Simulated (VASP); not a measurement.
# WC in VASP: single point with PBE

Aim: the single point of WC with PBE.

Program: VASP 6.6.1. These are calculated values, not measurements. Logs are shortened: lines on timing, memory, paths and dates and some standing lists are left out, and cuts for length are marked.

## Step 1: The cell of the first run

The cell holds a slab with vacuum, 16 atoms: a = 5.731 Å, b = 5.731 Å, c = 17.216 Å, α = 90.00°, β = 90.00°, γ = 120.00°.

## Step 2: Single point, PBE

The input, INCAR:

```
SYSTEM = WC
  ALGO = Normal
  EDIFF = 1E-6
  ENCUT = 520
  GGA = PE
  ISIF = 2
  ISMEAR = -1
  LASPH = .TRUE.
  LCHARG = .TRUE.
  LELF = .TRUE.
  LREAL = Auto
  LVHAR = .TRUE.
  LWAVE = .FALSE.
  NBANDS = 86
  NELM = 100
  PREC = Accurate
  SIGMA = 0.15
```

The input, KPOINTS:

```
k-points
0
G
  2 2 1
  0 0 0
```

The input, POSCAR:

```
WC
1.0
    5.7308600000      0.0000000000      0.0000000000
   -2.8654300000      4.9630700000      0.0000000000
    0.0000000000      0.0000000000     17.2163950000
W C
8 8
Direct
    0.0000000000      0.0000000000      0.0580841692
    0.0293528538     -0.0028208347      0.2286076731
   -0.0000009086      0.4999929479      0.0580841692
    0.0267074575      0.5273751932      0.2306231938
    0.4999947652      0.0000000000      0.0580841692
    0.5119199067      0.0140437270      0.2327316491
    0.4999938565      0.4999929479      0.0580841692
    0.5163389361      0.5082539638      0.2352408852
    0.3422212794      0.1864370239      0.1309565679
    0.3557511595      0.2115424526      0.2997143130
    0.3350290578      0.6388586097      0.1398492542
    0.3472650782      0.6877597938      0.3116157593
    0.8727433684      0.1890362215      0.1496945208
    0.8160202774      0.1151303528      0.3028043908
    0.8556413977      0.6709153810      0.1326293919
    0.8514393099      0.6632789785      0.2981402320
```

Potentials or basis: VASP PAW PBE potentials, release 64 (W_sv, C).

Started as:

```console
cat potpaw_PBE.64/W_sv/POTCAR potpaw_PBE.64/C/POTCAR > POTCAR
mpirun -np 1 vasp_std > vasp.out
```

OUTCAR:

```text
SYSTEM = WC
   EDIFF = 1E-6
   ENCUT = 520
   GGA = PE
   ISIF = 2
   ISMEAR = -1
   LASPH = .TRUE.
   LREAL = Auto
   NELM = 100
   PREC = Accurate

 ion  position               nearest neighbor table
   1  0.000  0.000  0.058-  15 2.08   9 2.11  13 2.23   3 2.87   7 2.87   5 2.87   5 2.87   3 2.87
                             7 2.87   2 2.94
   2  0.029  0.997  0.229-  16 2.05  10 2.05  14 2.10  13 2.20   9 2.30  15 2.31   4 2.69   6 2.72
                             8 2.86   8 2.88   1 2.94   6 3.02   4 3.05
   3  1.000  0.500  0.058-  15 2.03  11 2.18  13 2.21   1 2.87   7 2.87   5 2.87   5 2.87   7 2.87
                             1 2.87   4 2.97
   4  0.027  0.527  0.231-  16 1.94  12 2.12  13 2.18  11 2.20  15 2.30  14 2.39   2 2.69   6 2.79
                             8 2.86   8 2.87   6 2.95   3 2.97   2 3.05
   5  0.500  0.000  0.058-   9 2.12  11 2.28  13 2.43   7 2.87   1 2.87   3 2.87   3 2.87   1 2.87
                             7 2.87   6 3.01
   6  0.512  0.014  0.233-  14 1.95  10 2.10  12 2.11  13 2.29   9 2.44  11 2.46   2 2.72   4 2.79
                             8 2.82   8 2.91   4 2.95   5 3.01   2 3.02
   7  0.500  0.500  0.058-   9 2.00  11 2.06  15 2.18   1 2.87   5 2.87   3 2.87   3 2.87   5 2.87
                             1 2.87   8 3.05
   8  0.516  0.508  0.235-  10 1.85  16 1.99  12 2.17  11 2.26   9 2.40  15 2.44   6 2.82   4 2.86
                             2 2.86   4 2.87   2 2.88   6 2.91   7 3.05
   9  0.342  0.186  0.131-   7 2.00   1 2.11   5 2.12   2 2.30   8 2.40   6 2.44
  10  0.356  0.212  0.300-   8 1.85   2 2.05   6 2.10
  11  0.335  0.639  0.140-   7 2.06   3 2.18   4 2.20   8 2.26   5 2.28   6 2.46
  12  0.347  0.688  0.312-   6 2.11   4 2.12   8 2.17
  13  0.873  0.189  0.150-   4 2.18   2 2.20   3 2.21   1 2.23   6 2.29   5 2.43
  14  0.816  0.115  0.303-   6 1.95   2 2.10   4 2.39
  15  0.856  0.671  0.133-   3 2.03   1 2.08   7 2.18   4 2.30   2 2.31   8 2.44
  16  0.851  0.663  0.298-   4 1.94   8 1.99   2 2.05

  LATTYP: Found a hexagonal cell.
 ALAT       =     5.7308600000
 C/A-ratio  =     3.0041555718

  Lattice vectors:

 A1 = (   5.7308600000,   0.0000000000,   0.0000000000)
 A2 = (  -2.8654300000,   4.9630700000,   0.0000000000)
 A3 = (   0.0000000000,   0.0000000000,  17.2163950000)

Analysis of symmetry for initial positions (statically):
=====================================================================
 Subroutine PRICEL returns:
 Original cell was already a primitive cell.

 Routine SETGRP: Setting up the symmetry group for a
 hexagonal supercell.

 Subroutine GETGRP returns: Found  1 space group operations
 (whereof  1 operations were pure point group operations)
 out of a pool of 24 trial point group operations.

The static configuration has the point symmetry C_1 .

Analysis of symmetry for dynamics (positions and initial velocities):
=====================================================================
 Subroutine PRICEL returns:
 Original cell was already a primitive cell.

 Routine SETGRP: Setting up the symmetry group for a
 hexagonal supercell.

 Subroutine GETGRP returns: Found  1 space group operations
 (whereof  1 operations were pure point group operations)
 out of a pool of 24 trial point group operations.

The dynamic configuration has the point symmetry C_1 .

 Subroutine INISYM returns: Found  1 space group operations
 (whereof  1 operations are pure point group operations),
 and found     1 'primitive' translations

----------------------------------------------------------------------------------------

                                     Primitive cell

  volume of cell :     489.6801

  direct lattice vectors                    reciprocal lattice vectors
     5.730860000  0.000000000  0.000000000     0.174493880  0.100744096  0.000000000
    -2.865430000  4.963070000  0.000000000     0.000000000  0.201488192  0.000000000
     0.000000000  0.000000000 17.216395000     0.000000000  0.000000000  0.058084169

  length of vectors
     5.730860000  5.730859701 17.216395000     0.201488181  0.201488192  0.058084169

  position of ions in fractional coordinates (direct lattice)
     0.000000000  0.000000000  0.058084169
     0.029352854  0.997179165  0.228607673
     0.999999091  0.499992948  0.058084169
     0.026707458  0.527375193  0.230623194
     0.499994765  0.000000000  0.058084169
     0.511919907  0.014043727  0.232731649
[... 8 lines left out ...]
     0.855641398  0.670915381  0.132629392
     0.851439310  0.663278979  0.298140232

  ion indices of the primitive-cell ions
   primitive index   ion index
                 1           1
                 2           2
                 3           3
                 4           4
                 5           5
                 6           6
[... 8 lines left out ...]
                15          15
                16          16

----------------------------------------------------------------------------------------

 KPOINTS: k-points

Automatic generation of k-mesh.
 Grid dimensions read from file:
 generate k-points for:    2    2    1

 Generating k-lattice:

  Cartesian coordinates                     Fractional coordinates (reciprocal lattice)
     0.087246940  0.050372048  0.000000000     0.500000000  0.000000000  0.000000000
     0.000000000  0.100744096  0.000000000     0.000000000  0.500000000  0.000000000
     0.000000000  0.000000000  0.058084169     0.000000000  0.000000000  1.000000000

  Length of vectors
     0.100744091  0.100744096  0.058084169

  Shift w.r.t. Gamma in fractional coordinates (k-lattice)
     0.000000000  0.000000000  0.000000000

 Subroutine IBZKPT returns following result:
 ===========================================

 Found      4 irreducible k-points:

 Following reciprocal coordinates:
            Coordinates               Weight
  0.000000  0.000000  0.000000      1.000000
  0.500000 -0.000000  0.000000      1.000000
  0.000000  0.500000  0.000000      1.000000
  0.500000  0.500000  0.000000      1.000000
   k-points           NKPTS =      4   k-points in BZ     NKDIM =      4   number of bands    NBANDS=     86
   number of dos      NEDOS =    301   number of ions     NIONS =     16
   total plane-waves  NPLWV = 294912
   dimension x,y,z NGX =    48 NGY =   48 NGZ =  128
   dimension x,y,z NGXF=    96 NGYF=   96 NGZF=  256
   ions per type =               8   8
   NGX,Y,Z   is equivalent  to a cutoff of  13.92, 13.92, 12.36 a.u.
   NGXF,Y,Z  is equivalent  to a cutoff of  27.85, 27.85, 24.72 a.u.
 SYSTEM =  WC
   PREC   = accura    normal or accurate (medium, high low for compatibility)
   ISTART =      0    job   : 0-new  1-cont  2-samecut
   ICHARG =      2    charge: 1-file 2-atom 10-const
   ISPIN  =      1    spin polarized calculation?
   LNONCOLLINEAR =      F non collinear calculations
   LSORBIT =      F    spin-orbit coupling
   LASPH  =      T    aspherical Exc in radial PAW
   ENCUT  =  520.0 eV  38.22 Ry    6.18 a.u.  10.66 10.66 32.01*2*pi/ulx,y,z
   NELM   =    100;   NELMIN=  2; NELMDL= -5     # of ELM steps
   EDIFF  = 0.1E-05   stopping-criterion for ELM
   LREAL  =      T    real-space projection
   EDIFFG = 0.1E-04   stopping-criterion for IOM
   NSW    =      0    number of steps for IOM
   IBRION =     -1    ionic relax: 0-MD 1-quasi-New 2-CG
   NFREE  =      0    steps in history (QN), initial steepest desc. (CG)
   ISIF   =      2    stress and relaxation
   ISYM   =      2    0-nonsym 1-usesym 2-fastsym
   POTIM  = 0.5000    time-step for ionic-motion
   TEBEG  =    0.0;   TEEND  =   0.0 temperature during run
   PSTRESS=    0.0 pullay stress
   NELECT =     144.0000    total number of electrons
   NUPDOWN=      -1.0000    fix difference up-down
   EMIN   =  10.00;   EMAX   =-10.00  energy-range for DOS
   EFERMI =   0.00;   METHOD = LEGACY
   ISMEAR =    -1;   SIGMA  =   0.15  broadening in eV -4-tet -1-fermi 0-gaus
   EFERMI_NEDOS =   21; number of points for ismear=-14 and -15
   IALGO  =     38    algorithm
   IMIX   =      4    mixing-type and parameters
     AMIX     =   0.40;   BMIX     =  1.00
     AMIX_MAG =   1.60;   BMIX_MAG =  1.00
  volume/ion in A,a.u.               =      30.61       206.53
  Fermi-wavevector in a.u.,A,eV,Ry     =   1.088658  2.057266 16.125306  1.185177
  Thomas-Fermi vector in A             =   2.224844
   LORBIT       =      0    0 simple, 1 ext, 2 COOP (PROOUT), +10 PAW based schemes
   GGA     = PE    functional components
   LHFCALC =     F    Hartree Fock is set to
   AEXX    =    0.0000 exact exchange contribution
   IVDW    =     0    specifies the selected vdW correction
   LEPSILON=     F    determine dielectric tensor
   LRPA    =     F    only Hartree local field effects (RPA)
 non-spin polarized calculation
  energy-cutoff  :      520.00
  volume of cell :      489.68
 maximum number of plane-waves:     13241
 NGX is ok and might be reduce to    48
   NGX = 21   NGY = 21   NGZ = 65

 number of electron     143.9999993 magnetization

 Free energy of the ion-electron system (eV)
  ---------------------------------------------------
  ext. energy  EPLUGINS =         0.00000000
  ---------------------------------------------------
  free energy    TOTEN  =      -159.92340551 eV

  energy without entropy =     -159.48385764  energy(sigma->0) =     -159.70363157

 E-fermi :   0.2051     XC(G=0):  -5.8633

 val. band max:        0.2046636619   @ k =   0.0000   0.5000   0.0000
 cond. band min:       0.3642190904   @ k =   0.0000   0.0000   0.0000
 fundamental gap:      0.1595554285
 Fermi energy:         0.2050930276

 k-point     1 :       0.0000    0.0000    0.0000
  band No.  band energies     occupation
      1     -73.7861      2.00000
      2     -73.7272      2.00000
      3     -73.7126      2.00000
      4     -73.7078      2.00000
      5     -73.5528      2.00000
      6     -73.4701      2.00000
[... 76 lines left out ...]
     83       2.7858      0.00000
     84       3.3598      0.00000

 k-point     2 :       0.5000   -0.0000    0.0000
  band No.  band energies     occupation
      1     -73.7612      2.00000
      2     -73.7431      2.00000
      3     -73.7210      2.00000
      4     -73.7084      2.00000
      5     -73.5403      2.00000
      6     -73.4722      2.00000
[... 76 lines left out ...]
     83       2.3117      0.00000
     84       2.3609      0.00000

 k-point     3 :       0.0000    0.5000    0.0000
  band No.  band energies     occupation
      1     -73.7609      2.00000
      2     -73.7437      2.00000
      3     -73.7198      2.00000
      4     -73.7093      2.00000
      5     -73.5399      2.00000
      6     -73.4758      2.00000
[... 76 lines left out ...]
     83       2.3066      0.00000
     84       2.4233      0.00000

 k-point     4 :       0.5000    0.5000    0.0000
  band No.  band energies     occupation
      1     -73.7593      2.00000
      2     -73.7468      2.00000
      3     -73.7151      2.00000
      4     -73.7125      2.00000
      5     -73.5414      2.00000
      6     -73.4641      2.00000
[... 76 lines left out ...]
     83       2.3386      0.00000
     84       2.3888      0.00000
 [bands above 84 left out]

------------------------ aborting loop because EDIFF is reached ----------------------------------------

  FORCE on cell =-STRESS in cart. coord.  units (eV):
  Direction    XX          YY          ZZ          XY          YZ          ZX
  --------------------------------------------------------------------------------------
  -------------------------------------------------------------------------------------
  Total       13.5072660     15.3841031    -17.1523040     -0.3907289     -4.4146040     -3.3400120
  in kB       44.1942345     50.3350316    -56.1203836     -1.2784206    -14.4440809    -10.9281384
  external PRESSURE =      12.8029608 kB  Pullay stress =       0.0000000 kB

 VOLUME and BASIS-vectors are now :
 -----------------------------------------------------------------------------
  energy-cutoff  :      520.00
  volume of cell :      489.68
      direct lattice vectors                 reciprocal lattice vectors
     5.730860000  0.000000000  0.000000000     0.174493880  0.100744096  0.000000000
    -2.865430000  4.963070000  0.000000000     0.000000000  0.201488192  0.000000000
     0.000000000  0.000000000 17.216395000     0.000000000  0.000000000  0.058084169

 POSITION                                       TOTAL-FORCE (eV/Angst)
 -----------------------------------------------------------------------------------
      0.00000      0.00000      1.00000        -0.018724      0.612532      0.996037
     -2.68913      4.94907      3.93580        -3.146749      2.362898      1.390448
      4.29816      2.48150      1.00000         1.291300     -0.688170      1.171383
     -1.35810      2.61740      3.97050         1.528982     -3.609474      1.253857
      2.86540      0.00000      1.00000         0.650092      0.103483      1.724283
      2.89350      0.06970      4.00680         1.439420     -0.171935      0.433074
[... 8 lines left out ...]
      2.98110      3.32980      2.28340        -0.794369      0.263066      0.726498
      2.97890      3.29190      5.13290        -0.670566      0.721324      0.255996
 -----------------------------------------------------------------------------------
    total drift:                                0.005285     -0.005309      0.009201

  FREE ENERGIE OF THE ION-ELECTRON SYSTEM (eV)
  ---------------------------------------------------
  free  energy   TOTEN  =      -159.9234055106 eV

  energy  without entropy=     -159.4838576369  energy(sigma->0) =     -159.70363157
```

Wall time 13 min (1 thread of AMD EPYC 7R43 (Zen 3), shared host); peak memory 0.59 GiB.

What came out:

```
Free energy            : -159.9234 eV
Largest force          : 4.174 eV/Å
Band gap on the k mesh : zero (bands 72 and 73 overlap by 0.70 eV)
```

Forces on the atoms (eV/Å):
```
W   -0.019  0.613  0.996
W   -3.147  2.363  1.390
W    1.291 -0.688  1.171
W    1.529 -3.609  1.254
W    0.650  0.103  1.724
W    1.439 -0.172  0.433
W    0.470  1.011  0.363
W   -0.787  2.137 -1.606
C    1.010 -1.854  1.032
C    0.242 -3.120  0.275
C   -0.780  2.603 -0.832
C    0.246 -0.355 -3.183
C   -1.456 -1.252 -2.396
C    0.775  1.236 -1.605
C   -0.794  0.263  0.726
C   -0.671  0.721  0.256
```

Levels at points of the mesh, in eV from the Fermi level:
| k point | band 69 | band 70 | band 71 | band 72 | band 73 | band 74 | band 75 | band 76 | band 77 | band 78 |
| --- | --- | --- | --- | --- | --- | --- | --- | --- | --- | --- |
| (0.00, 0.00, 0.00) | 0.16 | 0.26 | 0.32 | 0.38 | 0.58 | 0.76 | 1.22 | 1.33 | 1.57 | 2.06 |
| (0.50, 0.00, 0.00) | -1.14 | -0.90 | -0.79 | -0.31 | -0.24 | 0.34 | 0.98 | 1.16 | 1.23 | 1.51 |
| (0.00, 0.50, 0.00) | -1.07 | -1.04 | -0.78 | -0.48 | -0.22 | 0.00 | 0.99 | 1.06 | 1.41 | 1.52 |
| (0.50, 0.50, 0.00) | -1.13 | -0.79 | -0.52 | -0.44 | -0.32 | -0.01 | 1.04 | 1.05 | 1.23 | 1.34 |

Caveat: the k points lie up to 0.63 Å⁻¹ apart, too coarse for converged energies and pressures of a metal; the atoms stand as in a frame of molecular dynamics; spin-orbit coupling is left out, which moves the levels of the heavy elements.
